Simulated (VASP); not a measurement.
# Si3N4 (P6_3/m) in VASP: relaxation of cell and atoms with PBE

Aim: the relaxation of cell and atoms of Si3N4 with PBE.

Program: VASP 6.6.1. These are calculated values, not measurements. Logs are shortened: lines on timing, memory, paths and dates and some standing lists are left out, and cuts for length are marked.

## (1) The cell of the first run

The structure is hexagonal, space group P6_3/m (No. 176). The conventional cell has a = 7.663 Å, b = 7.663 Å, c = 2.927 Å, α = 90.00°, β = 90.00°, γ = 120.00°. Si (site symmetry m) has 4 N at 1.74 to 1.75 Å within 2.3 Å. N (site symmetry m) has 3 Si at 1.75 Å within 2.3 Å. Within 2.3 Å of N (site symmetry -6) lie 3 Si at 1.74 Å.

## (2) Relaxation of cell and atoms, PBE

Input file INCAR:

```
SYSTEM = Si3N4
PREC     = Accurate       ! precision mode
ENCUT    = 600            ! plane-wave cutoff, eV
EDIFF    = 1E-6           ! SCF threshold, eV
ISMEAR   = 0              ! smearing method
SIGMA    = 0.01           ! smearing width, eV
LREAL    = .FALSE.        ! projectors in reciprocal space
LASPH    = .TRUE.         ! aspherical terms in the spheres
NELM     = 80             ! most SCF steps
ALGO     = Normal         ! electronic algorithm
ISIF     = 3              ! what is computed and relaxed
LWAVE    = .FALSE.        ! write WAVECAR
LCHARG   = .FALSE.        ! write CHGCAR
GGA      = PE             ! functional
IBRION   = 2              ! ionic algorithm
NSW      = 80             ! ionic steps
EDIFFG   = -0.001         ! ionic threshold
```

Input file KPOINTS:

```
regular mesh
0
G
  6 6 8
  0 0 0
```

Input file POSCAR:

```
Si3N4
1.0
    7.6633611621      0.0000000000      0.0000000000
   -3.8316805811      6.6366654448      0.0000000000
    0.0000000000      0.0000000000      2.9265146757
Si N
6 8
Direct
    0.7689007802      0.1750014829      0.3256264174
    0.5938992973      0.7689007802      0.8256264174
    0.8249985171      0.5938992973      0.3256264174
    0.2310992198      0.8249985171      0.8256264174
    0.4061007027      0.2310992198      0.3256264174
    0.1750014829      0.4061007027      0.8256264174
    0.0308409044      0.3299973381      0.3256377130
    0.7008435663      0.0308409044      0.8256377130
    0.6700026619      0.7008435663      0.3256377130
    0.9691590956      0.6700026619      0.8256377130
    0.2991564337      0.9691590956      0.3256377130
    0.3299973381      0.2991564337      0.8256377130
    0.3333333333      0.6666666667     -0.1743923911
    0.6666666667      0.3333333333      0.3256076089
```

Potentials or basis: VASP PAW PBE potentials, release 64 (Si, N).

Command:

```sh
> cat potpaw_PBE.64/Si/POTCAR potpaw_PBE.64/N/POTCAR > POTCAR
> mpirun -np 1 vasp_std > vasp.out
```

OUTCAR:

```text
SYSTEM = Si3N4
   PREC = Accurate
   ENCUT = 600
   EDIFF = 1E-6
   ISMEAR = 0
   LREAL = .FALSE.
   LASPH = .TRUE.
   NELM = 80
   ISIF = 3
   GGA = PE
   IBRION = 2
   NSW = 80
   EDIFFG = -0.001

 ion  position               nearest neighbor table
   1  0.769  0.175  0.326-  14 1.74   7 1.75   8 1.75   8 1.75   5 3.02   3 3.02   6 3.07   6 3.07
                             2 3.07   2 3.07
   2  0.594  0.769  0.826-  13 1.74   8 1.75   9 1.75   9 1.75   6 3.02   4 3.02   3 3.07   3 3.07
                             1 3.07   1 3.07
   3  0.825  0.594  0.326-  14 1.74   9 1.75  10 1.75  10 1.75   5 3.02   1 3.02   4 3.07   4 3.07
                             2 3.07   2 3.07
   4  0.231  0.825  0.826-  13 1.74  10 1.75  11 1.75  11 1.75   2 3.02   6 3.02   3 3.07   3 3.07
                             5 3.07   5 3.07
   5  0.406  0.231  0.326-  14 1.74  11 1.75  12 1.75  12 1.75   3 3.02   1 3.02   6 3.07   6 3.07
                             4 3.07   4 3.07
   6  0.175  0.406  0.826-  13 1.74  12 1.75   7 1.75   7 1.75   2 3.02   4 3.02   1 3.07   1 3.07
                             5 3.07   5 3.07
   7  0.031  0.330  0.326-   1 1.75   6 1.75   6 1.75
   8  0.701  0.031  0.826-   2 1.75   1 1.75   1 1.75
   9  0.670  0.701  0.326-   3 1.75   2 1.75   2 1.75
  10  0.969  0.670  0.826-   4 1.75   3 1.75   3 1.75
  11  0.299  0.969  0.326-   5 1.75   4 1.75   4 1.75
  12  0.330  0.299  0.826-   6 1.75   5 1.75   5 1.75
  13  0.333  0.667  0.826-   4 1.74   6 1.74   2 1.74
  14  0.667  0.333  0.326-   1 1.74   3 1.74   5 1.74

  LATTYP: Found a hexagonal cell.
 ALAT       =     7.6633611621
 C/A-ratio  =     0.3818839559

  Lattice vectors:

 A1 = (   7.6633611621,   0.0000000000,   0.0000000000)
 A2 = (  -3.8316805811,   6.6366654448,   0.0000000000)
 A3 = (   0.0000000000,   0.0000000000,   2.9265146757)

Analysis of symmetry for initial positions (statically):
=====================================================================
 Subroutine PRICEL returns:
 Original cell was already a primitive cell.

 Routine SETGRP: Setting up the symmetry group for a
 hexagonal supercell.

 Subroutine GETGRP returns: Found  6 space group operations
 (whereof  3 operations were pure point group operations)
 out of a pool of 24 trial point group operations.

The static configuration has the point symmetry C_3 .
 The point group associated with its full space group is C_6 .

Analysis of symmetry for dynamics (positions and initial velocities):
=====================================================================
 Subroutine PRICEL returns:
 Original cell was already a primitive cell.

 Routine SETGRP: Setting up the symmetry group for a
[... 151 lines left out ...]
     AMIX_MAG =   1.60;   BMIX_MAG =  1.00
  volume/ion in A,a.u.               =      10.63        71.74
  Fermi-wavevector in a.u.,A,eV,Ry     =   1.235648  2.335037 20.773736  1.526827
  Thomas-Fermi vector in A             =   2.370289
   LORBIT       =      0    0 simple, 1 ext, 2 COOP (PROOUT), +10 PAW based schemes
   GGA     = PE    functional components
   LHFCALC =     F    Hartree Fock is set to
   AEXX    =    0.0000 exact exchange contribution
   IVDW    =     0    specifies the selected vdW correction
   LEPSILON=     F    determine dielectric tensor
   LRPA    =     F    only Hartree local field effects (RPA)
 conjugate gradient relaxation of ions
 non-spin polarized calculation
 Gauss-broadening in eV      SIGMA  =   0.01
  energy-cutoff  :      600.00
  volume of cell :      148.84
 maximum number of plane-waves:      5003
 NGX is ok and might be reduce to    64
   NGX = 31   NGY = 31   NGZ = 11

--------------------------------------- Ionic step        1  -------------------------------------------

 number of electron      64.0000004 magnetization

 Free energy of the ion-electron system (eV)
  ---------------------------------------------------
  ext. energy  EPLUGINS =         0.00000000
  ---------------------------------------------------
  free energy    TOTEN  =      -114.55559772 eV

  energy without entropy =     -114.55559772  energy(sigma->0) =     -114.55559772

------------------------ aborting loop because EDIFF is reached ----------------------------------------

  FORCE on cell =-STRESS in cart. coord.  units (eV):
  Direction    XX          YY          ZZ          XY          YZ          ZX
  --------------------------------------------------------------------------------------
  -------------------------------------------------------------------------------------
  Total       -0.3254895     -0.3254895     -0.3805351     -0.0000001      0.0000000      0.0000000
  in kB       -3.5037063     -3.5037063     -4.0962402     -0.0000006      0.0000000      0.0000000
  external PRESSURE =      -3.7012176 kB  Pullay stress =       0.0000000 kB
[... 125 lines left out ...]
  FREE ENERGIE OF THE ION-ELECTRON SYSTEM (eV)
  ---------------------------------------------------
  free  energy   TOTEN  =      -114.5558735117 eV

  energy  without entropy=     -114.5558735117  energy(sigma->0) =     -114.55587351

[... ionic steps 4 to 10 ...]

--------------------------------------- Ionic step       11  -------------------------------------------

 number of electron      64.0000004 magnetization

------------------------ aborting loop because EDIFF is reached ----------------------------------------
[... 91 lines left out ...]
--------------------------------------- Ionic step       13  -------------------------------------------

 number of electron      64.0000004 magnetization

 Free energy of the ion-electron system (eV)
  ---------------------------------------------------
  ext. energy  EPLUGINS =         0.00000000
  ---------------------------------------------------
  free energy    TOTEN  =      -114.55587549 eV

  energy without entropy =     -114.55587549  energy(sigma->0) =     -114.55587549

 E-fermi :   6.6580     XC(G=0): -10.7155

 val. band max:        6.5401868216   @ k =   0.0000   0.0000   0.1250
 cond. band min:      10.8104674914   @ k =   0.0000   0.0000   0.0000
 fundamental gap:      4.2702806698
 Fermi energy:         6.6580240590

 k-point     1 :       0.0000    0.0000    0.0000
  band No.  band energies     occupation
      1     -11.5229      2.00000
      2     -10.1023      2.00000
      3     -10.1023      2.00000
      4      -9.4705      2.00000
      5      -9.3326      2.00000
      6      -9.3326      2.00000
[... 1021 lines left out ...]
     39      13.9742      0.00000
     40      14.2367      0.00000

 [... further k-points ...]
[... 5 lines left out ...]
  --------------------------------------------------------------------------------------
  -------------------------------------------------------------------------------------
  Total       -0.0015785     -0.0015785      0.0124684     -0.0000001      0.0000000      0.0000000
  in kB       -0.0170178     -0.0170178      0.1344244     -0.0000006      0.0000000      0.0000000
  external PRESSURE =       0.0334629 kB  Pullay stress =       0.0000000 kB
[... 29 lines left out ...]
  FREE ENERGIE OF THE ION-ELECTRON SYSTEM (eV)
  ---------------------------------------------------
  free  energy   TOTEN  =      -114.5558754883 eV

  energy  without entropy=     -114.5558754883  energy(sigma->0) =     -114.55587549

 reached required accuracy - stopping structural energy minimisation
```

CONTCAR:

```text
Si3N4
   1.00000000000000
     7.6597846600965953    0.0000000049004204    0.0000000000000000
    -3.8298923343421167    6.6335681007580920    0.0000000000000000
     0.0000000000000000    0.0000000000000000    2.9246898975959819
  Si              N
     6     8
Direct
     0.7688976050492980    0.1749972196066891    0.3256291304854979
[... 17 lines left out ...]
  0.00000000E+00  0.00000000E+00  0.00000000E+00
  0.00000000E+00  0.00000000E+00  0.00000000E+00
  0.00000000E+00  0.00000000E+00  0.00000000E+00
  0.00000000E+00  0.00000000E+00  0.00000000E+00
  0.00000000E+00  0.00000000E+00  0.00000000E+00
  0.00000000E+00  0.00000000E+00  0.00000000E+00
  0.00000000E+00  0.00000000E+00  0.00000000E+00
  0.00000000E+00  0.00000000E+00  0.00000000E+00
  0.00000000E+00  0.00000000E+00  0.00000000E+00
  0.00000000E+00  0.00000000E+00  0.00000000E+00
  0.00000000E+00  0.00000000E+00  0.00000000E+00
```

It took 24 min on 1 thread of Oxide Virtual Turin-like, shared host; peak memory 0.4 GiB.

Results:

| Item | Value |
| --- | --- |
| Free energy | -114.5559 eV |
| Relaxed volume | 10.61 Å³/atom |
| Relaxed cell | a = 7.660 Å, b = 7.660 Å, c = 2.925 Å, α = 90.00°, β = 90.00°, γ = 120.00° |
| Space group after relaxing (to 0.1 Å) | P6_3/m (No. 176) |
| Energy gained by relaxing | 0.0 meV/atom |
| Ionic steps | 13 |
| Pressure after relaxing | 0.0 GPa |
| Band gap on the k mesh | 4.27 eV (least direct gap 4.45 eV) |

The path:
| step | energy change (eV) | largest force (eV/Å) | pressure (GPa) | volume (Å³) |
| --- | --- | --- | --- | --- |
| 1 | 0.0000 | 0.0054 | -0.37 | 148.84 |
| 2 | 0.0002 | 0.0075 | 0.49 | 148.31 |
| 3 | -0.0003 | 0.0022 | 0.01 | 148.61 |
| 4 | -0.0003 | 0.0023 | 0.00 | 148.61 |
| 5 | -0.0003 | 0.0024 | 0.00 | 148.62 |
| 6 | -0.0003 | 0.0018 | -0.01 | 148.62 |
| 7 | -0.0003 | 0.0021 | -0.01 | 148.62 |
| 8 | -0.0003 | 0.0017 | -0.01 | 148.61 |
| 9 | -0.0003 | 0.0011 | 0.01 | 148.60 |
| 10 | -0.0003 | 0.0013 | 0.02 | 148.60 |
| 11 | -0.0003 | 0.0015 | 0.01 | 148.61 |
| 12 | -0.0003 | 0.0016 | 0.00 | 148.61 |
| 13 | -0.0003 | 0.0009 | 0.00 | 148.61 |

Final structure:
```xyz
14
Lattice="7.6598 0.0000 0.0000 -3.8299 6.6336 0.0000 0.0000 0.0000 2.9247" Properties=species:S:1:pos:R:3 pbc="T T T"
Si    5.2194    1.1609    0.9524
Si    1.6044    5.1005    2.4147
Si    4.0448    3.9397    0.9524
Si   -1.3895    5.4727    2.4147
Si    2.2255    1.5330    0.9524
Si   -0.2149    2.6939    2.4147
N    -1.0279    2.1890    0.9524
N     5.2502    0.2043    2.4147
N     2.4481    4.6489    0.9524
N     4.8578    4.4446    2.4147
N    -1.4203    6.4293    0.9524
N     1.3817    1.9847    2.4147
N     0.0000    4.4224    2.4147
N     3.8299    2.2112    0.9524
```

A k mesh can miss the band edges.
